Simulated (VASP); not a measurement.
Crystal: CoO.

```xyz
2
Lattice="0.0000 2.1695 2.1695 2.1695 0.0000 2.1695 2.1695 2.1695 0.0000" Properties=species:S:1:pos:R:3 pbc="T T T"
Co    0.0000    0.0000    0.0000
O     2.1695    2.1695    2.1695
```

Base run:

* Program: VASP 6.6.1
* Functional: PBE
* Potentials or basis: VASP PAW PBE potentials, release 64 (Co, O)
* Cutoff: 520 eV
* k mesh: 10 × 10 × 10
* Occupations: gaussian, width 0.05 eV
* Spin: collinear spin, ferromagnetic start
* Starting moments: [2.88, 0.24] μB
* Hubbard terms: Co d U = 3.3 eV

Its results: band gap on the k mesh zero (filled and empty bands overlap); pressure -10.3 GPa; net moment 3.00 μB per cell; site moments Co +2.73; O +0.25 μB.

The run is repeated on the same cell with these changes: potentials or basis from VASP PAW PBE potentials, release 64 (Co, O) to VASP PAW PBE potentials, release 64 (Co_sv, O); cutoff from 520 eV to 600 eV; further incar settings from ALGO = Normal; EDIFF = 1e-06; NBANDS = 18 to ALGO = Normal; EDIFF = 1e-06; NBANDS = 22; valence electrons from 15 to 23. What comes out?

Band gap on the k mesh zero (filled and empty bands overlap); pressure -11.3 GPa; net moment 3.00 μB per cell; site moments Co +2.69; O +0.24 μB.

Caveats: a cell with one magnetic atom can't hold antiferromagnetic order, which such compounds often take.
